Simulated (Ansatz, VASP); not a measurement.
# One calculation of KBr, two programs

File INCAR:

```
PREC = Accurate
ENCUT = 520
EDIFF = 1E-6
ISMEAR = 0
SIGMA = 0.01
LREAL = False
LASPH = True
NELM = 80
ALGO = Normal
ISIF = 2
LWAVE = False
LCHARG = True
GGA = PE
LELF = True
LVHAR = True
NBANDS = 15
```

The input KPOINTS:

```
regular mesh
0
Gamma
  6 6 6
```

The input POSCAR:

```
KBr
1.0
    3.9762553130      0.0000000000      0.0000000000
    0.0000000000      3.9762553130      0.0000000000
    0.0000000000      0.0000000000      3.9762553130
K Br
1 1
Direct
    0.0000000000      0.0000000000      0.0000000000
    0.5000000000      0.5000000000      0.5000000000
```

Input for Ansatz:

```yaml
crystal:
  lattice:
    - [3.976255313, 0.0, 0.0]
    - [0.0, 3.976255313, 0.0]
    - [0.0, 0.0, 3.976255313]
  atoms:
    - { symbol: K, position: [0.0, 0.0, 0.0] }
    - { symbol: Br, position: [0.5, 0.5, 0.5] }
kpoints:
  mp_grid: { grid: [6, 6, 6] }
hamiltonian:
  xc: pbe
scf:
  occupations: { method: fixed }
output:
  optics:
    e_range: [0, 18]
    de: 0.05
    sigma: 0.1
    bands: { spectra_wanted_up_to: 18 }
    scissors: 1.192
```

Alike in both runs: task single point; functional PBE; k mesh 6 × 6 × 6; no spin polarisation.

```csv
,VASP,Ansatz
version,VASP 6.6.1,Ansatz 0.2.0
potentials or method,"VASP PAW PBE potentials, release 64 (K_sv, Br)","plane waves, PAW"
plane-wave cutoff (eV),520,420
occupations,"gaussian, width 0.01 eV",fixed
valence electrons in the cell,16,16
```

|  | VASP | Ansatz | Ansatz less VASP |
| --- | --- | --- | --- |
| gap on the k mesh at the Fermi level (eV) | 4.02 | 4.02 | +0.001 |
